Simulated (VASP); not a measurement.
Here is a VASP 6.6.1 calculation.

Contents of INCAR:

```
SYSTEM = TaBr3F2
  PREC = Accurate
  ENCUT = 600
  EDIFF = 1E-6
  ISMEAR = 0
  SIGMA = 0.1
  LREAL = .FALSE.
  LASPH = .TRUE.
  NELM = 120
  ALGO = Normal
  ISIF = 2
  LWAVE = .FALSE.
  LCHARG = .FALSE.
  GGA = PE
  NBANDS = 32
  GGA_COMPAT = .FALSE.
```

The input KPOINTS:

```
regular mesh
0
G
  6 6 2
  0 0 0
```

The input POSCAR:

```
TaBr3F2
1.0
    4.8500361500      0.0000000000      0.0000000000
   -2.4250180800      4.2002545200      0.0000000000
    0.0000000000      0.0000000000      7.8156450200
Ta Br F
1 3 2
Direct
    0.0000000000      0.0000000000      0.0000000000
    0.0000000000      0.0000000000      0.5000000000
    0.6666666700      0.3333333300      0.3570564700
    0.3333333300      0.6666666700      0.6429435300
    0.3333333300      0.6666666700      0.2586412700
    0.6666666700      0.3333333300      0.7413587300
```

Potentials or basis: VASP PAW PBE potentials, release 64 (Ta_pv, Br, F).

Run with:

```sh
$ cat potpaw_PBE.64/Ta_pv/POTCAR potpaw_PBE.64/Br/POTCAR potpaw_PBE.64/F/POTCAR > POTCAR
$ mpirun -np 1 vasp_std > vasp.out
```

(1) Predict the band gap on the k mesh.

(2) What does it give for the pressure?

(3) Predict the largest force.

Results:

(1) zero (bands 23 and 24 overlap by 0.21 eV).

(2) -7.1 GPa.

(3) 1.392 eV/Å.

Caveat: the k points lie up to 0.40 Å⁻¹ apart; spin-orbit coupling is left out, which moves the levels of the heavy elements; forces of over 1 eV/Å act on the atoms, so gaps and moduli don't describe the material at rest.
